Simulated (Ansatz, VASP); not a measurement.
**MgO: VASP beside Ansatz**

File INCAR:

```
SYSTEM = MgO
PREC = Accurate ; ENCUT = 520
EDIFF = 1E-6 ; ISMEAR = 0
SIGMA = 0.05 ; LREAL = .FALSE.
LASPH = .TRUE. ; NELM = 100
ALGO = Normal ; ISIF = 2
LWAVE = .FALSE. ; LCHARG = .FALSE.
GGA = PE ; NBANDS = 36
```

The input KPOINTS:

```
regular mesh
0
G
  4 4 4
  0 0 0
```

POSCAR

```
MgO
1.0
    5.6335409551      0.0000000000      0.0000000000
    0.0000000000      5.6335409551      0.0000000000
    0.0000000000      0.0000000000      5.6335409551
Mg O
6 6
Direct
    0.2500000000     -0.0123161934      0.5000000000
    0.0000000000      0.5143100442      0.2500000000
    0.5000000000      0.7249713367      0.0000000000
    0.7500000000     -0.0123161934      0.5000000000
    0.0000000000      0.5143100442      0.7500000000
    0.5000000000      0.2249713367      0.0000000000
    0.2500000000      0.5323434334      0.0000000000
    0.5000000000      0.0114738755      0.2500000000
    0.0000000000      0.7411761981      0.5000000000
    0.7500000000      0.5323434334      0.0000000000
    0.5000000000      0.0114738755      0.7500000000
    0.0000000000      0.2411761981      0.5000000000
```

Input for Ansatz:

```yaml
crystal:
  lattice:
    - [5.6335409551, 0.0, 0.0]
    - [0.0, 5.6335409551, 0.0]
    - [0.0, 0.0, 5.6335409551]
  atoms:
    - { symbol: Mg, position: [0.25, -0.0123161934, 0.5] }
    - { symbol: Mg, position: [0.0, 0.5143100442, 0.25] }
    - { symbol: Mg, position: [0.5, 0.7249713367, 0.0] }
    - { symbol: Mg, position: [0.75, -0.0123161934, 0.5] }
    - { symbol: Mg, position: [0.0, 0.5143100442, 0.75] }
    - { symbol: Mg, position: [0.5, 0.2249713367, 0.0] }
    - { symbol: O, position: [0.25, 0.5323434334, 0.0] }
    - { symbol: O, position: [0.5, 0.0114738755, 0.25] }
    - { symbol: O, position: [0.0, 0.7411761981, 0.5] }
    - { symbol: O, position: [0.75, 0.5323434334, 0.0] }
    - { symbol: O, position: [0.5, 0.0114738755, 0.75] }
    - { symbol: O, position: [0.0, 0.2411761981, 0.5] }
basis:
  ecutwfc: 520.0
kpoints:
  mp_grid: { grid: [4, 4, 4] }
hamiltonian:
  xc: pbe
  pseudopotentials: { kind: paw, azcp: { folder: soft_1 } }
scf:
  occupations: { method: gaussian, width: 0.05 }
output:
  forces: true
  stress: true
  eigenvalues: true
```

Change from the starting cell: mode 14 frozen in at -0.075 Å and mode 24 at -0.141 Å (largest displacements).

Alike in both runs: task single point; functional PBE; k mesh 4 × 4 × 4; occupations gaussian, width 0.05 eV; no spin polarisation.

|  | VASP | Ansatz |
| --- | --- | --- |
| version | VASP 6.6.1 | Ansatz 0.2.0 |
| potentials or method | VASP PAW PBE potentials, release 64 (Mg, O), cutoff 520 eV | scalar-relativistic, plane waves, PAW |
| valence electrons in the cell | 48 | 96 |

```tsv
	VASP	Ansatz	Ansatz less VASP
gap on the k mesh at the Fermi level (eV)	2.80	2.82	+0.017
least direct gap on the mesh (eV)	2.80	2.82	+0.017
pressure (GPa)	2.4	2.7	+0.25
traceless stress, the component that is largest in VASP (GPa)	1.12	1.09	-0.025
rms of the force components (eV/Å)	1.157	1.137	-0.0204
```

Atom by atom the forces differ by 0.021 eV/Å (rms over components). VASP's potentials hold 48 valence electrons a cell and Ansatz's 96, so a difference there can come from the potentials and not from the codes.
